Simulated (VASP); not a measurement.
Here is a VASP 6.6.1 calculation.

POSCAR

```
Ti
1.0
    4.4766612770      0.0000000000      0.0000000000
   -2.2383306385      3.8769023901      0.0000000000
    0.0000000000      0.0000000000      2.7680716703
Ti
3
Direct
    0.0000000000      0.0000000000      0.0000000000
    0.3333333333      0.6666666667      0.5000000000
    0.6666666667      0.3333333333      0.5000000000
```

The input INCAR.step1:

```
SYSTEM = Ti
  PREC = Accurate
  ENCUT = 520
  ISMEAR = 0
  SIGMA = 0.1
  LREAL = .False.
  LASPH = .True.
  NELM = 60
  NBANDS = 25
  GGA = PE
  ALGO = Normal
  EDIFF = 1E-4
  LWAVE = .True.
  LCHARG = .False.
```

The input INCAR.step2:

```
SYSTEM = Ti
  PREC = Accurate
  ENCUT = 520
  EDIFF = 1E-7
  ISMEAR = 0
  SIGMA = 0.1
  LREAL = .False.
  LASPH = .True.
  NELM = 60
  ALGO = Normal
  ISIF = 2
  LWAVE = .False.
  LCHARG = .True.
  METAGGA = R2SCAN
  LMIXTAU = .True.
  LELF = .True.
  LVHAR = .True.
  NBANDS = 25
  ISTART = 1
```

KPOINTS

```
Automatic mesh
0
Gamma
  12 12 18
  0 0 0
```

Potentials or basis: VASP PAW PBE potentials, release 64 (Ti_sv).

The run is started by

```bash
$ cat potpaw_PBE.64/Ti_sv/POTCAR > POTCAR
$ cp INCAR.step1 INCAR
$ mpirun -np 1 vasp_std > vasp.out
$ cp INCAR.step2 INCAR
$ mpirun -np 1 vasp_std > vasp.out
```

Predict the pressure.

8.5 GPa.

Predict the band gap on the k mesh.

zero (bands 18 and 19 overlap by 0.31 eV).

Stress tensor (GPa, compression positive):
```
8.28 0.00 0.00
0.00 8.28 0.00
0.00 0.00 8.92
```

Caveat: the cell differs from its parent crystal (equal strain along all axes, cell held: -2.0 %); the cell stands under pressure; the PAW data sets were made with another functional, which shifts forces and pressure a little.
